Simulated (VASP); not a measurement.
# C (P6_3/mmc) in VASP: settings compared

The runs below take C through single point, with PBE, r2SCAN.

Program: VASP 6.6.1. These are calculated values, not measurements. Logs are shortened: lines on timing, memory, paths and dates and some standing lists are left out, and cuts for length are marked.

### Step 1. The cell of the first run

The structure is hexagonal, space group P6_3/mmc (No. 194). The conventional cell has a = 2.455 Å, b = 2.455 Å, c = 6.664 Å, α = 90.00°, β = 90.00°, γ = 120.00°. Within 1.9 Å of C (site symmetry -6m2) lie 3 C at 1.42 Å. Within 1.9 Å of C (site symmetry -6m2) lie 3 C at 1.42 Å.

### Step 2. Single point, PBE

Contents of INCAR:

```
SYSTEM = C
  ALGO = Normal
  EDIFF = 1E-6
  ENCUT = 600
  GGA = PE
  GGA_COMPAT = .FALSE.
  ISIF = 2
  ISMEAR = -1
  LASPH = .TRUE.
  LCHARG = .FALSE.
  LREAL = .FALSE.
  LWAVE = .FALSE.
  NBANDS = 16
  NELM = 120
  PREC = Accurate
  SIGMA = 0.02
```

Contents of KPOINTS:

```
k-points
0
G
  12 12 4
  0 0 0
```

Contents of POSCAR:

```
C
1.0
    2.4553982098      0.0000000000      0.0000000000
   -1.2276991049      2.1264372261      0.0000000000
    0.0000000000      0.0000000000      6.6643908340
C
4
Direct
    0.0000000000      0.0000000000      0.2500000000
    0.0000000000      0.0000000000      0.7500000000
    0.3333333333      0.6666666667      0.2500000000
    0.6666666667      0.3333333333      0.7500000000
```

Potentials or basis: VASP PAW PBE potentials, release 64 (C).

Started as:

```bash
cat potpaw_PBE.64/C/POTCAR > POTCAR
mpirun -np 1 vasp_std > vasp.out
```

OUTCAR:

```text
SYSTEM = C
   EDIFF = 1E-6
   ENCUT = 600
   GGA = PE
   ISIF = 2
   ISMEAR = -1
   LASPH = .TRUE.
   LREAL = .FALSE.
   NELM = 120
   PREC = Accurate

 ion  position               nearest neighbor table
   1  0.000  0.000  0.250-   3 1.42   3 1.42   3 1.42
   2  0.000  0.000  0.750-   4 1.42   4 1.42   4 1.42
   3  0.333  0.667  0.250-   1 1.42   1 1.42   1 1.42
   4  0.667  0.333  0.750-   2 1.42   2 1.42   2 1.42

  LATTYP: Found a hexagonal cell.
 ALAT       =     2.4553982098
 C/A-ratio  =     2.7141792347

  Lattice vectors:

 A1 = (   2.4553982098,   0.0000000000,   0.0000000000)
 A2 = (  -1.2276991049,   2.1264372261,   0.0000000000)
 A3 = (   0.0000000000,   0.0000000000,   6.6643908340)

Analysis of symmetry for initial positions (statically):
=====================================================================
 Subroutine PRICEL returns:
 Original cell was already a primitive cell.

 Routine SETGRP: Setting up the symmetry group for a
 hexagonal supercell.

 Subroutine GETGRP returns: Found 24 space group operations
 (whereof 12 operations were pure point group operations)
 out of a pool of 24 trial point group operations.

The static configuration has the point symmetry D_3d.
 The point group associated with its full space group is D_6h.

Analysis of symmetry for dynamics (positions and initial velocities):
=====================================================================
 Subroutine PRICEL returns:
 Original cell was already a primitive cell.

 Routine SETGRP: Setting up the symmetry group for a
 hexagonal supercell.

 Subroutine GETGRP returns: Found 24 space group operations
 (whereof 12 operations were pure point group operations)
 out of a pool of 24 trial point group operations.

The dynamic configuration has the point symmetry D_3d.
 The point group associated with its full space group is D_6h.

 Subroutine INISYM returns: Found 24 space group operations
 (whereof 12 operations are pure point group operations),
 and found     1 'primitive' translations

----------------------------------------------------------------------------------------

                                     Primitive cell

  volume of cell :      34.7965

  direct lattice vectors                    reciprocal lattice vectors
     2.455398210  0.000000000  0.000000000     0.407265916  0.235135086  0.000000000
    -1.227699105  2.126437226  0.000000000     0.000000000  0.470270172  0.000000000
     0.000000000  0.000000000  6.664390834     0.000000000  0.000000000  0.150051224

  length of vectors
     2.455398210  2.455398210  6.664390834     0.470270172  0.470270172  0.150051224

  position of ions in fractional coordinates (direct lattice)
     0.000000000  0.000000000  0.250000000
     0.000000000  0.000000000  0.750000000
     0.333333333  0.666666667  0.250000000
     0.666666667  0.333333333  0.750000000

  ion indices of the primitive-cell ions
   primitive index   ion index
                 1           1
                 2           2
                 3           3
                 4           4

----------------------------------------------------------------------------------------

 KPOINTS: k-points

Automatic generation of k-mesh.
 Grid dimensions read from file:
 generate k-points for:   12   12    4

 Generating k-lattice:

  Cartesian coordinates                     Fractional coordinates (reciprocal lattice)
     0.033938826  0.019594590  0.000000000     0.083333333  0.000000000  0.000000000
     0.000000000  0.039189181  0.000000000     0.000000000  0.083333333  0.000000000
     0.000000000  0.000000000  0.037512806     0.000000000  0.000000000  0.250000000

  Length of vectors
     0.039189181  0.039189181  0.037512806

  Shift w.r.t. Gamma in fractional coordinates (k-lattice)
     0.000000000  0.000000000  0.000000000

 Subroutine IBZKPT returns following result:
 ===========================================

 Found     57 irreducible k-points:

 Following reciprocal coordinates:
            Coordinates               Weight
  0.000000  0.000000  0.000000      1.000000
  0.083333  0.000000  0.000000      6.000000
  0.166667  0.000000  0.000000      6.000000
  0.250000  0.000000  0.000000      6.000000
  0.333333  0.000000  0.000000      6.000000
  0.416667  0.000000  0.000000      6.000000
[... 16 lines left out ...]
  0.250000  0.000000  0.250000     12.000000
  0.333333  0.000000  0.250000     12.000000
 [... further k-points ...]
   k-points           NKPTS =     57   k-points in BZ     NKDIM =     57   number of bands    NBANDS=     16
   number of dos      NEDOS =    301   number of ions     NIONS =      4
   total plane-waves  NPLWV =  21600
   dimension x,y,z NGX =    20 NGY =   20 NGZ =   54
   dimension x,y,z NGXF=    40 NGYF=   40 NGZF=  108
   ions per type =               4
   NGX,Y,Z   is equivalent  to a cutoff of  13.54, 13.54, 13.47 a.u.
   NGXF,Y,Z  is equivalent  to a cutoff of  27.08, 27.08, 26.94 a.u.
 SYSTEM =  C
   PREC   = accura    normal or accurate (medium, high low for compatibility)
   ISTART =      0    job   : 0-new  1-cont  2-samecut
   ICHARG =      2    charge: 1-file 2-atom 10-const
   ISPIN  =      1    spin polarized calculation?
   LNONCOLLINEAR =      F non collinear calculations
   LSORBIT =      F    spin-orbit coupling
   LASPH  =      T    aspherical Exc in radial PAW
   ENCUT  =  600.0 eV  44.10 Ry    6.64 a.u.   4.90  4.90 13.31*2*pi/ulx,y,z
   NELM   =    120;   NELMIN=  2; NELMDL= -5     # of ELM steps
   EDIFF  = 0.1E-05   stopping-criterion for ELM
   LREAL  =      F    real-space projection
   EDIFFG = 0.1E-04   stopping-criterion for IOM
   NSW    =      0    number of steps for IOM
   IBRION =     -1    ionic relax: 0-MD 1-quasi-New 2-CG
   NFREE  =      0    steps in history (QN), initial steepest desc. (CG)
   ISIF   =      2    stress and relaxation
   ISYM   =      2    0-nonsym 1-usesym 2-fastsym
   POTIM  = 0.5000    time-step for ionic-motion
   TEBEG  =    0.0;   TEEND  =   0.0 temperature during run
   PSTRESS=    0.0 pullay stress
   NELECT =      16.0000    total number of electrons
   NUPDOWN=      -1.0000    fix difference up-down
   EMIN   =  10.00;   EMAX   =-10.00  energy-range for DOS
   EFERMI =   0.00;   METHOD = LEGACY
   ISMEAR =    -1;   SIGMA  =   0.02  broadening in eV -4-tet -1-fermi 0-gaus
   EFERMI_NEDOS =   21; number of points for ismear=-14 and -15
   IALGO  =     38    algorithm
   IMIX   =      4    mixing-type and parameters
     AMIX     =   0.40;   BMIX     =  1.00
     AMIX_MAG =   1.60;   BMIX_MAG =  1.00
  volume/ion in A,a.u.               =       8.70        58.70
  Fermi-wavevector in a.u.,A,eV,Ry     =   1.263581  2.387822 21.723573  1.596638
  Thomas-Fermi vector in A             =   2.396931
   LORBIT       =      0    0 simple, 1 ext, 2 COOP (PROOUT), +10 PAW based schemes
   GGA     = PE    functional components
   LHFCALC =     F    Hartree Fock is set to
   AEXX    =    0.0000 exact exchange contribution
   IVDW    =     0    specifies the selected vdW correction
   LEPSILON=     F    determine dielectric tensor
   LRPA    =     F    only Hartree local field effects (RPA)
 non-spin polarized calculation
  energy-cutoff  :      600.00
  volume of cell :       34.80
 maximum number of plane-waves:      1191
 NGX is ok and might be reduce to    20
   NGX =  9   NGY =  9   NGZ = 27

 number of electron      16.0000001 magnetization

 Free energy of the ion-electron system (eV)
  ---------------------------------------------------
  ext. energy  EPLUGINS =         0.00000000
  ---------------------------------------------------
  free energy    TOTEN  =       -36.83553229 eV

  energy without entropy =      -36.83462027  energy(sigma->0) =      -36.83507628

 E-fermi :   4.8008     XC(G=0): -10.3946

 val. band max:        4.7991935181   @ k =   0.3333   0.3333   0.5000
 cond. band min:       4.8012041026   @ k =   0.3333   0.3333   0.2500
 fundamental gap:      0.0020105845
 Fermi energy:         4.8007892235

 k-point     1 :       0.0000    0.0000    0.0000
  band No.  band energies     occupation
      1     -14.9452      2.00000
      2     -14.6308      2.00000
      3      -3.8113      2.00000
      4      -1.7837      2.00000
      5       1.7948      2.00000
      6       1.7948      2.00000
[... 8 lines left out ...]
     15      16.3034      0.00000
     16      16.5246      0.00000

 k-point     2 :       0.0833    0.0000    0.0000
  band No.  band energies     occupation
      1     -14.7783      2.00000
      2     -14.4670      2.00000
      3      -3.6082      2.00000
      4      -1.5940      2.00000
      5       1.1322      2.00000
      6       1.1676      2.00000
[... 8 lines left out ...]
     15      15.7336      0.00000
     16      15.9719      0.00000

 k-point     3 :       0.1667    0.0000    0.0000
  band No.  band energies     occupation
      1     -14.2794      2.00000
      2     -13.9774      2.00000
      3      -3.0031      2.00000
      4      -1.0312      2.00000
      5      -0.5327      2.00000
      6      -0.4652      2.00000
[... 8 lines left out ...]
     15      15.8272      0.00000
     16      16.1136      0.00000

 k-point     4 :       0.2500    0.0000    0.0000
  band No.  band energies     occupation
      1     -13.4543      2.00000
      2     -13.1677      2.00000
      3      -2.6644      2.00000
      4      -2.5607      2.00000
      5      -2.0114      2.00000
      6      -0.2564      2.00000
[... 8 lines left out ...]
     15      18.3558      0.00000
     16      18.4029      0.00000
[... 324 lines left out ...]
 k-point    22 :       0.1667    0.0000    0.2500
  band No.  band energies     occupation
      1     -14.2376      2.00000
      2     -14.0242      2.00000
      3      -2.7559      2.00000
      4      -1.3763      2.00000
      5      -0.5227      2.00000
      6      -0.4752      2.00000
[... 8 lines left out ...]
     15      15.7828      0.00000
     16      15.8193      0.00000

 k-point    23 :       0.2500    0.0000    0.2500
  band No.  band energies     occupation
      1     -13.4145      2.00000
      2     -13.2120      2.00000
      3      -2.6496      2.00000
      4      -2.5762      2.00000
      5      -1.7729      2.00000
      6      -0.4486      2.00000
[... 8 lines left out ...]
     15      18.3622      0.00000
     16      18.3955      0.00000

 k-point    24 :       0.3333    0.0000    0.2500
  band No.  band energies     occupation
      1     -12.2782      2.00000
      2     -12.0907      2.00000
      3      -4.8830      2.00000
      4      -4.7838      2.00000
      5      -0.9917      2.00000
      6      -0.9531      2.00000
[... 8 lines left out ...]
     15      20.1742      0.00000
     16      21.2380      0.00000

 [... further k-points ...]
[... 5 lines left out ...]
  --------------------------------------------------------------------------------------
  -------------------------------------------------------------------------------------
  Total        1.2091856      1.2091856      0.7438952      0.0000000      0.0000000      0.0000000
  in kB       55.6760702     55.6760702     34.2521158      0.0000000      0.0000000      0.0000000
  external PRESSURE =      48.5347521 kB  Pullay stress =       0.0000000 kB

 VOLUME and BASIS-vectors are now :
 -----------------------------------------------------------------------------
  energy-cutoff  :      600.00
  volume of cell :       34.80
      direct lattice vectors                 reciprocal lattice vectors
     2.455398210  0.000000000  0.000000000     0.407265916  0.235135086  0.000000000
    -1.227699105  2.126437226  0.000000000     0.000000000  0.470270172  0.000000000
     0.000000000  0.000000000  6.664390834     0.000000000  0.000000000  0.150051224

 POSITION                                       TOTAL-FORCE (eV/Angst)
 -----------------------------------------------------------------------------------
      0.00000      0.00000      1.66610        -0.000000     -0.000000     -0.000000
      0.00000      0.00000      4.99829         0.000000      0.000000      0.000000
     -0.00000      1.41762      1.66610        -0.000000      0.000000      0.000000
      1.22770      0.70881      4.99829        -0.000000      0.000000      0.000000
 -----------------------------------------------------------------------------------
    total drift:                               -0.000000      0.000000      0.000000

  FREE ENERGIE OF THE ION-ELECTRON SYSTEM (eV)
  ---------------------------------------------------
  free  energy   TOTEN  =       -36.8355322908 eV

  energy  without entropy=      -36.8346202664  energy(sigma->0) =      -36.83507628
```

Run time: 38 s. Hardware: 1 thread of AMD EPYC 7R43 (Zen 3), shared host; peak memory 0.12 GiB.

Results:

- Free energy: -36.8355 eV
- Pressure: 4.9 GPa
- Band gap on the k mesh: zero (band 8 reaches 4.80 eV, above the bottom of band 9 at 4.78 eV)

Caveat: this functional lacks dispersion, which binds the layers, so the pressure and a relaxed spacing across them are unreliable.

### Step 3. Single point, r2SCAN

POSCAR is that of step 2.

Contents of INCAR.step1:

```
  PREC = Accurate
  ENCUT = 660
  ISMEAR = -1
  SIGMA = 0.02
  LREAL = False
  LASPH = True
  NELM = 120
  NBANDS = 16
  GGA = PE
  ALGO = Normal
  EDIFF = 1E-5
  LWAVE = True
  LCHARG = False
  GGA_COMPAT = False
```

Contents of INCAR.step2:

```
  PREC = Accurate
  ENCUT = 660
  EDIFF = 1E-6
  ISMEAR = -1
  SIGMA = 0.02
  LREAL = False
  LASPH = True
  NELM = 120
  ALGO = Normal
  ISIF = 2
  LWAVE = False
  LCHARG = False
  METAGGA = R2SCAN
  LMIXTAU = True
  NBANDS = 16
  ISTART = 1
  GGA_COMPAT = False
```

Contents of KPOINTS:

```
Automatic mesh
0
Gamma
  12 12 4
```

Potentials or basis: VASP PAW PBE potentials, release 64 (C).

Started as:

```bash
cat potpaw_PBE.64/C/POTCAR > POTCAR
cp INCAR.step1 INCAR
mpirun -np 1 vasp_std > vasp.out
cp INCAR.step2 INCAR
mpirun -np 1 vasp_std > vasp.out
```

It took 4.5 min on 1 thread of AMD EPYC 7R43 (Zen 3), shared host; peak memory 0.14 GiB.

The run converged. Its results:

```yaml
Free_energy: -39.7614 eV
Pressure: 0.7 GPa
Band_gap_on_the_k_mesh: zero (band 8 reaches 4.75 eV, above the bottom of band 9 at 4.72 eV)
```

Stress tensor (GPa, compression positive):
```
0.43 0.00 0.00
0.00 0.43 0.00
0.00 0.00 1.23
```

Levels at points of the mesh, in eV from the Fermi level:
| k point | band 4 | band 5 | band 6 | band 7 | band 8 | band 9 | band 10 | band 11 | band 12 | band 13 |
| --- | --- | --- | --- | --- | --- | --- | --- | --- | --- | --- |
| (0.00, 0.00, 0.00) | -6.98 | -3.19 | -3.19 | -3.17 | -3.17 | 4.52 | 8.74 | 8.74 | 8.79 | 8.79 |
| (0.50, 0.00, 0.00) | -14.01 | -6.83 | -6.77 | -2.96 | -2.22 | 1.63 | 2.37 | 7.59 | 8.02 | 11.83 |
| (0.00, 0.00, 0.50) | -8.13 | -3.18 | -3.18 | -3.18 | -3.18 | 7.36 | 7.36 | 8.76 | 8.76 | 8.76 |
| (0.50, 0.00, 0.50) | -14.07 | -6.80 | -6.80 | -2.52 | -2.52 | 1.78 | 1.78 | 7.80 | 7.80 | 13.26 |

Caveat: the PAW data sets were made with another functional, which shifts forces and pressure a little.
